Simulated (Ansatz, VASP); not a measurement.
## One calculation of Na3Cl2, two programs

```
Na Cl
1.0
     3.51635    2.03017    6.88403
    -3.51635    2.03017    6.88403
     0.00000   -4.06033    6.88403
Na Cl
6 4
Direct
  0.06839 0.43161 0.75000
  0.75000 0.06839 0.43161
  0.43161 0.75000 0.06839
  0.93161 0.56839 0.25000
  0.25000 0.93161 0.56839
  0.56839 0.25000 0.93161
  0.84062 0.84062 0.84062
  0.65938 0.65938 0.65938
  0.15938 0.15938 0.15938
  0.34062 0.34062 0.34062
```

Alike in both runs: functional PBE; k mesh 6 × 6 × 6; occupations gaussian, width 0.1 eV; no spin polarisation.

Ansatz relaxed the structure, and its values are those at the end. VASP's run is a single point on that final structure, the one shown.

|  | VASP | Ansatz |
| --- | --- | --- |
| version | VASP 6.6.1 | Ansatz 0.2.0 |
| potentials or method | VASP PAW PBE potentials, release 64 (Na_pv, Cl), cutoff 520 eV | scalar-relativistic, plane waves, PAW |
| valence electrons in the cell | 70 | 82 |

```tsv
	VASP	Ansatz	Ansatz less VASP
gap on the k mesh at the Fermi level (eV)	none	none	-
pressure (GPa)	0.0	0.0	+0.02
```

A gap of «none» marks a metal or a gap that the smearing closes. VASP's potentials hold 70 valence electrons a cell and Ansatz's 82, so a difference there can come from the potentials and not from the codes.
